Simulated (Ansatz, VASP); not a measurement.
## One calculation of NiO2, two programs

Contents of INCAR:

```
PREC = Accurate ; ENCUT = 700
EDIFF = 1E-6 ; ISMEAR = 0
SIGMA = 0.05 ; LREAL = False
LASPH = True ; NELM = 120
ALGO = Normal ; ISIF = 2
LWAVE = False ; LCHARG = False
GGA = PS ; NBANDS = 22
GGA_COMPAT = False
```

The input KPOINTS:

```
Automatic mesh
0
Gamma
  12 12 6
```

POSCAR

```
NiO2
1.0
    2.8419904474      0.0000000000      0.0000000000
   -1.4209952237      2.4612359247      0.0000000000
    0.0000000000      0.0000000000      4.7717019612
Ni O
1 2
Direct
    0.0000000000      0.0000000000      0.5000000000
    0.6666666667      0.3333333333      0.6750910825
    0.3333333333      0.6666666667      0.3249089175
```

Input for Ansatz:

```yaml
crystal:
  lattice:
    - [2.8419904474, 0.0, 0.0]
    - [-1.4209952237, 2.4612359247, 0.0]
    - [0.0, 0.0, 4.7717019612]
  atoms:
    - { symbol: Ni, position: [0.0, 0.0, 0.5] }
    - { symbol: O, position: [0.6666666667, 0.3333333333, 0.6750910825] }
    - { symbol: O, position: [0.3333333333, 0.6666666667, 0.3249089175] }
basis:
  ecutwfc: 520.0
kpoints:
  mp_grid: { grid: [12, 12, 6] }
hamiltonian:
  xc: pbesol
scf:
  occupations: { method: gaussian, width: 0.05 }
output:
  forces: true
  stress: true
  eigenvalues: true
```

Alike in both runs: task single point; functional PBEsol; k mesh 12 × 12 × 6; occupations gaussian, width 0.05 eV; no spin polarisation.

|  | VASP | Ansatz |
| --- | --- | --- |
| version | VASP 6.6.1 | Ansatz 0.2.0 |
| potentials or method | VASP PAW PBE potentials, release 64 (Ni_sv_GW, O), cutoff 700 eV | scalar-relativistic, plane waves, PAW |
| valence electrons in the cell | 30 | 30 |

Ansatz gave:

```
gap on the k mesh at the Fermi level (eV)                     : 0.91
least direct gap on the mesh (eV)                             : 1.35
pressure (GPa)                                                : 4.7
traceless stress, the component that is largest in VASP (GPa) : 6.20
rms of the force components (eV/Å)                            : 0.643
```

Estimate VASP's values.

gap on the k mesh at the Fermi level (eV): 0.90; least direct gap on the mesh (eV): 1.35; pressure (GPa): 4.8; traceless stress, the component that is largest in VASP (GPa): 5.65; rms of the force components (eV/Å): 0.658.

VASP's potentials were made for PBE, not for PBEsol. Atom by atom the forces differ by 0.015 eV/Å (rms over components). The functional is the same, so the differences come from potentials, cutoffs and numerics.
